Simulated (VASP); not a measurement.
Input of a VASP 6.6.1 run:

Contents of INCAR:

```
SYSTEM = HgTe
PREC = Accurate
ENCUT = 500
EDIFF = 1E-6
ISMEAR = -1
SIGMA = 0.1
LREAL = .FALSE.
LASPH = .TRUE.
NELM = 120
ALGO = Normal
ISIF = 2
LWAVE = .FALSE.
LCHARG = .FALSE.
GGA = B5
ALDAX = 1.0
AGGAX = 1.0
AGGAC = 1.0
ALDAC = 0.0
NBANDS = 16
GGA_COMPAT = .FALSE.
```

Contents of KPOINTS:

```
Automatic mesh
0
G
  8 8 8
  0 0 0
```

Contents of POSCAR:

```
HgTe
1.0
   -3.0456050000      3.0456050000      1.5594100000
    3.0456050000     -3.0456050000      1.5594100000
    3.0456050000      3.0456050000     -1.5594100000
Hg Te
1 1
Direct
    0.7500000000      0.2500000000      0.5000000000
    0.0000000000      0.0000000000      0.0000000000
```

Potentials or basis: VASP PAW PBE potentials, release 64 (Hg, Te).

Command:

```sh
$ cat potpaw_PBE.64/Hg/POTCAR potpaw_PBE.64/Te/POTCAR > POTCAR
$ mpirun -np 1 vasp_std > vasp.out
```

(1) What does it give for the band gap on the k mesh?

(2) Predict the pressure.

Answers

(1) zero (bands 9 and 10 overlap by 2.86 eV).

(2) 4.4 GPa.

Caveat: the cell stands under pressure; the PAW data sets were made with another functional, which shifts forces and pressure a little; spin-orbit coupling is left out, which moves the levels of the heavy elements.
